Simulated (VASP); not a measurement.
# SiC (base) (Fm-3m) in VASP: notebook

The runs below take SiC (base) through single point, with PBE.

Program: VASP 6.6.1. These are calculated values, not measurements. Logs are shortened: lines on timing, memory, paths and dates and some standing lists are left out, and cuts for length are marked.

### 1 The cell of the first run

It takes space group Fm-3m (No. 225, cubic). Conventional cell: a = 3.603 Å, b = 3.603 Å, c = 3.603 Å, α = 90.00°, β = 90.00°, γ = 90.00°. C (site symmetry m-3m) has 6 Si at 1.80 Å within 2.4 Å. Si (site symmetry m-3m) has 6 C at 1.80 Å within 2.4 Å.

### 2 Single point, PBE

INCAR reads:

```
ALGO     = Normal         # electronic algorithm
EDIFF    = 1E-6           # SCF threshold, eV
ENCUT    = 600            # plane-wave cutoff, eV
GGA      = PE             # functional
GGA_COMPAT= F            
ISIF     = 2              # what is computed and relaxed
ISMEAR   = 0              # smearing method
LASPH    = T              # aspherical terms in the spheres
LCHARG   = F              # write CHGCAR
LREAL    = F              # projectors in reciprocal space
LWAVE    = F              # write WAVECAR
NBANDS   = 11             # bands
NELM     = 120            # most SCF steps
PREC     = Accurate       # precision mode
SIGMA    = 0.02           # smearing width, eV
```

KPOINTS reads:

```
k-points
0
Gamma
  16 16 16
```

POSCAR reads:

```
SiC
1.0
    0.0000000000      1.8016126853      1.8016126853
    1.8016126853      0.0000000000      1.8016126853
    1.8016126853      1.8016126853      0.0000000000
C Si
1 1
Direct
    0.0000000000      0.0000000000      0.0000000000
    0.5000000000      0.5000000000      0.5000000000
```

Potentials or basis: VASP PAW PBE potentials, release 64 (C, Si).

The run is started by

```
$ cat potpaw_PBE.64/C/POTCAR potpaw_PBE.64/Si/POTCAR > POTCAR
$ mpirun -np 1 vasp_std > vasp.out
```

OUTCAR:

```text
EDIFF = 1E-6
   ENCUT = 600
   GGA = PE
   ISIF = 2
   ISMEAR = 0
   LASPH = T
   LREAL = F
   NELM = 120
   PREC = Accurate

 ion  position               nearest neighbor table
   1  0.000  0.000  0.000-   2 1.80   2 1.80   2 1.80   2 1.80   2 1.80   2 1.80
   2  0.500  0.500  0.500-   1 1.80   1 1.80   1 1.80   1 1.80   1 1.80   1 1.80

  LATTYP: Found a face centered cubic cell.
 ALAT       =     3.6032253706

  Lattice vectors:

 A1 = (   0.0000000000,   1.8016126853,   1.8016126853)
 A2 = (   1.8016126853,   0.0000000000,   1.8016126853)
 A3 = (   1.8016126853,   1.8016126853,   0.0000000000)

Analysis of symmetry for initial positions (statically):
=====================================================================
 Subroutine PRICEL returns:
 Original cell was already a primitive cell.

 Routine SETGRP: Setting up the symmetry group for a
 face centered cubic supercell.

 Subroutine GETGRP returns: Found 48 space group operations
 (whereof 48 operations were pure point group operations)
 out of a pool of 48 trial point group operations.

The static configuration has the point symmetry O_h .

Analysis of symmetry for dynamics (positions and initial velocities):
=====================================================================
 Subroutine PRICEL returns:
 Original cell was already a primitive cell.

 Routine SETGRP: Setting up the symmetry group for a
 face centered cubic supercell.

 Subroutine GETGRP returns: Found 48 space group operations
 (whereof 48 operations were pure point group operations)
 out of a pool of 48 trial point group operations.

The dynamic configuration has the point symmetry O_h .

 Subroutine INISYM returns: Found 48 space group operations
 (whereof 48 operations are pure point group operations),
 and found     1 'primitive' translations

----------------------------------------------------------------------------------------

                                     Primitive cell

  volume of cell :      11.6954

  direct lattice vectors                    reciprocal lattice vectors
     0.000000000  1.801612685  1.801612685    -0.277529129  0.277529129  0.277529129
     1.801612685  0.000000000  1.801612685     0.277529129 -0.277529129  0.277529129
     1.801612685  1.801612685  0.000000000     0.277529129  0.277529129 -0.277529129

  length of vectors
     2.547865094  2.547865094  2.547865094     0.480694553  0.480694553  0.480694553

  position of ions in fractional coordinates (direct lattice)
     0.000000000  0.000000000  0.000000000
     0.500000000  0.500000000  0.500000000

  ion indices of the primitive-cell ions
   primitive index   ion index
                 1           1
                 2           2

----------------------------------------------------------------------------------------

 KPOINTS: k-points

Automatic generation of k-mesh.
 Grid dimensions read from file:
 generate k-points for:   16   16   16

 Generating k-lattice:

  Cartesian coordinates                     Fractional coordinates (reciprocal lattice)
    -0.017345571  0.017345571  0.017345571     0.062500000  0.000000000  0.000000000
     0.017345571 -0.017345571  0.017345571     0.000000000  0.062500000  0.000000000
     0.017345571  0.017345571 -0.017345571     0.000000000  0.000000000  0.062500000

  Length of vectors
     0.030043410  0.030043410  0.030043410

  Shift w.r.t. Gamma in fractional coordinates (k-lattice)
     0.000000000  0.000000000  0.000000000

 Subroutine IBZKPT returns following result:
 ===========================================

 Found    145 irreducible k-points:

 Following reciprocal coordinates:
            Coordinates               Weight
  0.000000  0.000000  0.000000      1.000000
  0.062500  0.000000  0.000000      8.000000
  0.125000  0.000000  0.000000      8.000000
  0.187500  0.000000  0.000000      8.000000
  0.250000  0.000000  0.000000      8.000000
  0.312500  0.000000  0.000000      8.000000
[... 16 lines left out ...]
 -0.125000  0.062500  0.000000     24.000000
 -0.062500  0.062500  0.000000     12.000000
 [... further k-points ...]
   k-points           NKPTS =    145   k-points in BZ     NKDIM =    145   number of bands    NBANDS=     11
   number of dos      NEDOS =    301   number of ions     NIONS =      2
   total plane-waves  NPLWV =   8000
   dimension x,y,z NGX =    20 NGY =   20 NGZ =   20
   dimension x,y,z NGXF=    40 NGYF=   40 NGZF=   40
   ions per type =               1   1
   NGX,Y,Z   is equivalent  to a cutoff of  13.05, 13.05, 13.05 a.u.
   NGXF,Y,Z  is equivalent  to a cutoff of  26.10, 26.10, 26.10 a.u.
 SYSTEM =  unknown system
   PREC   = accura    normal or accurate (medium, high low for compatibility)
   ISTART =      0    job   : 0-new  1-cont  2-samecut
   ICHARG =      2    charge: 1-file 2-atom 10-const
   ISPIN  =      1    spin polarized calculation?
   LNONCOLLINEAR =      F non collinear calculations
   LSORBIT =      F    spin-orbit coupling
[... 55 lines left out ...]
 fundamental gap:      0.6432631395
 Fermi energy:        18.7178129125

 k-point     1 :       0.0000    0.0000    0.0000
  band No.  band energies     occupation
      1      -4.4656      2.00000
      2      18.5544      2.00000
      3      18.5544      2.00000
      4      18.5544      2.00000
      5      27.5287      0.00000
      6      27.5287      0.00000
      7      27.5287      0.00000
      8      33.3716      0.00000
      9      34.2324      0.00000
     10      34.2324      0.00000
     11      34.7678      0.00000

 k-point     2 :       0.0625    0.0000    0.0000
  band No.  band energies     occupation
      1      -4.3463      2.00000
      2      17.8882      2.00000
      3      18.4259      2.00000
      4      18.4259      2.00000
      5      27.3954      0.00000
      6      27.7915      0.00000
      7      27.7915      0.00000
      8      33.0950      0.00000
      9      33.0950      0.00000
     10      33.5319      0.00000
     11      35.6358      0.00000

 k-point     3 :       0.1250    0.0000    0.0000
  band No.  band energies     occupation
      1      -3.9892      2.00000
      2      16.1956      2.00000
      3      18.0935      2.00000
      4      18.0936      2.00000
      5      27.1507      0.00000
      6      28.3983      0.00000
      7      28.3983      0.00000
      8      31.7301      0.00000
      9      31.7301      0.00000
     10      33.9979      0.00000
     11      35.6969      0.00000

 k-point     4 :       0.1875    0.0000    0.0000
  band No.  band energies     occupation
      1      -3.3967      2.00000
      2      13.9998      2.00000
      3      17.6659      2.00000
      4      17.6659      2.00000
      5      26.9447      0.00000
      6      28.5279      0.00000
      7      28.5279      0.00000
      8      31.4916      0.00000
      9      31.4916      0.00000
     10      34.6173      0.00000
     11      35.1342      0.00000

 k-point     5 :       0.2500    0.0000    0.0000
  band No.  band energies     occupation
      1      -2.5729      2.00000
      2      11.6484      2.00000
      3      17.2372      2.00000
      4      17.2372      2.00000
      5      26.8126      0.00000
      6      27.7666      0.00000
      7      27.7666      0.00000
      8      32.7551      0.00000
      9      32.7551      0.00000
     10      34.1948      0.00000
     11      35.6552      0.00000
[... 211 lines left out ...]
 k-point    21 :      -0.2500    0.0625    0.0000
  band No.  band energies     occupation
      1      -2.1445      2.00000
      2      10.9413      2.00000
      3      16.0649      2.00000
      4      17.4765      2.00000
      5      27.0294      0.00000
      6      27.1559      0.00000
      7      27.6805      0.00000
      8      32.1063      0.00000
      9      33.9281      0.00000
     10      34.6992      0.00000
     11      36.7502      0.00000

 k-point    22 :      -0.1875    0.0625    0.0000
  band No.  band energies     occupation
      1      -3.0428      2.00000
      2      13.2805      2.00000
      3      16.4550      2.00000
      4      17.9343      2.00000
      5      27.0009      0.00000
      6      27.9974      0.00000
      7      28.6517      0.00000
      8      30.5233      0.00000
      9      32.6366      0.00000
     10      35.2271      0.00000
     11      35.8517      0.00000

 k-point    23 :      -0.1250    0.0625    0.0000
  band No.  band energies     occupation
      1      -3.7123      2.00000
      2      15.5145      2.00000
      3      16.9533      2.00000
      4      18.3120      2.00000
      5      26.9888      0.00000
      6      28.3336      0.00000
      7      29.1426      0.00000
      8      30.1610      0.00000
      9      32.1981      0.00000
     10      34.5327      0.00000
     11      36.2584      0.00000

 k-point    24 :      -0.0625    0.0625    0.0000
  band No.  band energies     occupation
      1      -4.1478      2.00000
      2      17.2479      2.00000
      3      17.6029      2.00000
      4      18.5031      2.00000
      5      27.0817      0.00000
      6      27.8800      0.00000
      7      28.6621      0.00000
      8      31.4007      0.00000
      9      32.8725      0.00000
     10      33.8545      0.00000
     11      36.4261      0.00000

 [... further k-points ...]
[... 5 lines left out ...]
  --------------------------------------------------------------------------------------
  -------------------------------------------------------------------------------------
  Total       13.6380708     13.6380708     13.6380708      0.0000000     -0.0000000      0.0000000
  in kB     1868.3112772   1868.3112772   1868.3112772      0.0000000     -0.0000000      0.0000000
  external PRESSURE =    1868.3112772 kB  Pullay stress =       0.0000000 kB

 VOLUME and BASIS-vectors are now :
 -----------------------------------------------------------------------------
  energy-cutoff  :      600.00
  volume of cell :       11.70
      direct lattice vectors                 reciprocal lattice vectors
     0.000000000  1.801612685  1.801612685    -0.277529129  0.277529129  0.277529129
     1.801612685  0.000000000  1.801612685     0.277529129 -0.277529129  0.277529129
     1.801612685  1.801612685  0.000000000     0.277529129  0.277529129 -0.277529129

 POSITION                                       TOTAL-FORCE (eV/Angst)
 -----------------------------------------------------------------------------------
      0.00000      0.00000      0.00000        -0.000000      0.000000     -0.000000
      1.80161      1.80161      1.80161         0.000000      0.000000      0.000000
 -----------------------------------------------------------------------------------
    total drift:                                0.000000     -0.000000     -0.000000

  FREE ENERGIE OF THE ION-ELECTRON SYSTEM (eV)
  ---------------------------------------------------
  free  energy   TOTEN  =       -11.4258803262 eV

  energy  without entropy=      -11.4258803262  energy(sigma->0) =      -11.42588033
```

Wall time 11 s (1 thread of AMD EPYC 7R13 (Zen 3), shared host); peak memory 0.1 GiB.

Results:

```
Free energy            : -11.4259 eV
Pressure               : 186.8 GPa
Band gap on the k mesh : 0.64 eV, indirect (least direct gap 6.49 eV)
```

A k mesh can miss the band edges. As with any semilocal functional, this PBE gap is likely too small.

### 3 Single point, PBE

This run uses another cell than the first one, of 6.32 Å³/atom, 1.081 times its volume.

INCAR reads:

```
SYSTEM = SiC
ALGO = Normal ; EDIFF = 1E-6
ENCUT = 600 ; GGA = PE
GGA_COMPAT = .False. ; ISIF = 2
ISMEAR = 0 ; LASPH = .True.
LCHARG = .False. ; LREAL = .False.
LWAVE = .False. ; NBANDS = 11
NELM = 120 ; PREC = Accurate
SIGMA = 0.02
```

KPOINTS reads:

```
k-points
0
Gamma
  16 16 16
  0 0 0
```

POSCAR reads:

```
SiC
1.0
    0.0000000000      1.8491797527      1.8491797527
    1.8491797527      0.0000000000      1.8491797527
    1.8491797527      1.8491797527      0.0000000000
C Si
1 1
Direct
    0.0000000000      0.0000000000      0.0000000000
    0.5000000000      0.5000000000      0.5000000000
```

Potentials or basis: VASP PAW PBE potentials, release 64 (C, Si).

The run is started by

```
$ cat potpaw_PBE.64/C/POTCAR potpaw_PBE.64/Si/POTCAR > POTCAR
$ mpirun -np 1 vasp_std > vasp.out
```

Run time: 17 s. Hardware: 1 thread of AMD EPYC 7R13 (Zen 3), shared host; peak memory 0.12 GiB.

Results (log left out):

```
Free energy            : -12.3423 eV
Pressure               : 124.5 GPa
Band gap on the k mesh : 1.12 eV, indirect (least direct gap 6.60 eV)
```

Levels at points of the mesh, in eV from the valence-band top:
| k point | band 1 | band 2 | band 3 | band 4 | band 5 | band 6 | band 7 | band 8 |
| --- | --- | --- | --- | --- | --- | --- | --- | --- |
| (0.00, 0.00, 0.00) | -21.92 | 0.00 | 0.00 | 0.00 | 8.98 | 8.98 | 8.98 | 12.98 |
| (0.50, 0.00, 0.00) | -15.59 | -13.94 | -1.90 | -1.90 | 6.66 | 6.66 | 7.70 | 12.79 |
| (0.50, 0.50, 0.00) | -13.03 | -12.51 | -5.48 | -5.48 | 1.12 | 1.13 | 18.99 | 19.23 |

A k mesh can miss the band edges. Expect the measured gap to be larger: semilocal functionals such as PBE lack the derivative discontinuity.

### 4 Single point, PBE

This run uses another cell than the first one, of 6.85 Å³/atom, 1.172 times its volume.

INCAR reads:

```
SYSTEM = SiC
PREC = Accurate
ENCUT = 600
EDIFF = 1E-6
ISMEAR = 0
SIGMA = 0.02
LREAL = .FALSE.
LASPH = .TRUE.
NELM = 120
ALGO = Normal
ISIF = 2
LWAVE = .FALSE.
LCHARG = .TRUE.
GGA = PE
LELF = .TRUE.
LVHAR = .TRUE.
NBANDS = 11
GGA_COMPAT = .FALSE.
```

KPOINTS reads:

```
regular mesh
0
G
  16 16 16
  0 0 0
```

POSCAR reads:

```
SiC
1.0
    0.0000000000      1.8992836160      1.8992836160
    1.8992836160      0.0000000000      1.8992836160
    1.8992836160      1.8992836160      0.0000000000
C Si
1 1
Direct
    0.0000000000      0.0000000000      0.0000000000
    0.5000000000      0.5000000000      0.5000000000
```

The run is started by

```
$ cat potpaw_PBE.64/C/POTCAR potpaw_PBE.64/Si/POTCAR > POTCAR
$ mpirun -np 1 vasp_std > vasp.out
```

Run time: 17 s. Hardware: 1 thread of AMD EPYC 7R13 (Zen 3), shared host; peak memory 0.12 GiB.

It converged, with:

* Free energy: -12.9915 eV
* Pressure: 74.7 GPa
* Band gap on the k mesh: 0.44 eV, indirect (least direct gap 5.57 eV)

Levels at points of the mesh, in eV from the valence-band top:
| k point | band 2 | band 3 | band 4 | band 5 | band 6 | band 7 |
| --- | --- | --- | --- | --- | --- | --- |
| (0.00, 0.00, 0.00) | -0.01 | -0.01 | -0.01 | 8.97 | 8.97 | 8.97 |
| (0.50, 0.00, 0.00) | -13.19 | -1.62 | -1.62 | 6.20 | 6.20 | 7.15 |
| (0.50, 0.50, 0.00) | -11.67 | -5.12 | -5.12 | 0.44 | 1.57 | 17.78 |

A k mesh can miss the band edges. PBE gaps usually lie below the measured ones, often by a third to a half.

### 5 Single point, PBE

This run uses another cell than the first one, of 6.85 Å³/atom, 1.172 times its volume.

INCAR reads:

```
PREC = Accurate ; ENCUT = 600
EDIFF = 1E-6 ; ISMEAR = 0
SIGMA = 0.02 ; LREAL = F
LASPH = T ; NELM = 120
ALGO = Normal ; ISIF = 2
LWAVE = F ; LCHARG = F
GGA = PE ; NBANDS = 11
GGA_COMPAT = F
```

KPOINTS reads:

```
regular mesh
0
Gamma
  16 16 16
```

POSCAR is that of step 4.

The run is started by

```
$ cat potpaw_PBE.64/C/POTCAR potpaw_PBE.64/Si/POTCAR > POTCAR
$ mpirun -np 1 vasp_std > vasp.out
```

Wall time 17 s (1 thread of AMD EPYC 7R13 (Zen 3), shared host); peak memory 0.12 GiB.

The run converged. Its results:

* Free energy: -12.9915 eV
* Pressure: 74.7 GPa
* Band gap on the k mesh: 0.44 eV, indirect (least direct gap 5.57 eV)

Levels at points of the mesh, in eV from the valence-band top:
```csv
k point,band 1,band 2,band 3,band 4,band 5,band 6,band 7,band 8
"(0.00, 0.00, 0.00)",-20.86,-0.01,-0.01,-0.01,8.97,8.97,8.97,11.20
"(0.50, 0.00, 0.00)",-14.87,-13.19,-1.62,-1.62,6.20,6.20,7.15,11.83
"(0.50, 0.50, 0.00)",-12.56,-11.67,-5.12,-5.12,0.44,1.57,17.78,17.82
```

### 6 Single point, PBE

This run uses another cell than the first one, of 7.56 Å³/atom, 1.292 times its volume.

INCAR reads:

```
SYSTEM = SiC
PREC = Accurate
ENCUT = 600
EDIFF = 1E-6
ISMEAR = 0
SIGMA = 0.02
LREAL = .FALSE.
LASPH = .TRUE.
NELM = 120
ALGO = Normal
ISIF = 2
LWAVE = .FALSE.
LCHARG = .FALSE.
GGA = PE
NBANDS = 11
GGA_COMPAT = .FALSE.
```

KPOINTS reads:

```
regular mesh
0
G
  16 16 16
  0 0 0
```

POSCAR reads:

```
SiC
1.0
    0.0000000000      1.9623965861      1.9623965861
    1.9623965861      0.0000000000      1.9623965861
    1.9623965861      1.9623965861      0.0000000000
C Si
1 1
Direct
    0.0000000000      0.0000000000      0.0000000000
    0.5000000000      0.5000000000      0.5000000000
```

Potentials or basis: VASP PAW PBE potentials, release 64 (C, Si).

The run is started by

```
$ cat potpaw_PBE.64/C/POTCAR potpaw_PBE.64/Si/POTCAR > POTCAR
$ mpirun -np 1 vasp_std > vasp.out
```

Run time: 17 s. Hardware: 1 thread of AMD EPYC 7R13 (Zen 3), shared host; peak memory 0.12 GiB.

Results (log left out):

- Free energy: -13.4393 eV
- Pressure: 29.9 GPa
- Band gap on the k mesh: zero (band 4 reaches 13.94 eV, above the bottom of band 5 at 13.60 eV)

Levels at points of the mesh, in eV from the Fermi level:
| k point | band 1 | band 2 | band 3 | band 4 | band 5 | band 6 | band 7 | band 8 |
| --- | --- | --- | --- | --- | --- | --- | --- | --- |
| (0.00, 0.00, 0.00) | -19.62 | -0.02 | -0.02 | -0.02 | 8.93 | 8.93 | 8.93 | 9.19 |
| (0.50, 0.00, 0.00) | -14.06 | -12.34 | -1.33 | -1.33 | 5.66 | 5.66 | 6.48 | 10.65 |
| (0.50, 0.50, 0.00) | -12.04 | -10.71 | -4.72 | -4.72 | -0.33 | 2.06 | 16.21 | 16.21 |

### 7 Overview

| cell | gap on the mesh (eV) | pressure (GPa) |
| --- | --- | --- |
| a = 2.548 Å, angles 60.0°, 2 atoms | 0.64 | 186.8 |
| a = 2.615 Å, angles 60.0°, 2 atoms | 1.12 | 124.5 |
| a = 2.686 Å, angles 60.0°, 2 atoms | 0.44 | 74.7 |
| a = 2.775 Å, angles 60.0°, 2 atoms | none | 29.9 |

Alike in all rows: task single point; level PBE; potentials or basis VASP PAW PBE potentials, release 64 (C, Si); no spin polarisation; k mesh 16 × 16 × 16; cutoff (eV) 600; smearing gaussian 0.02 eV.

Absolute energies hang on the potentials; compare differences alone.
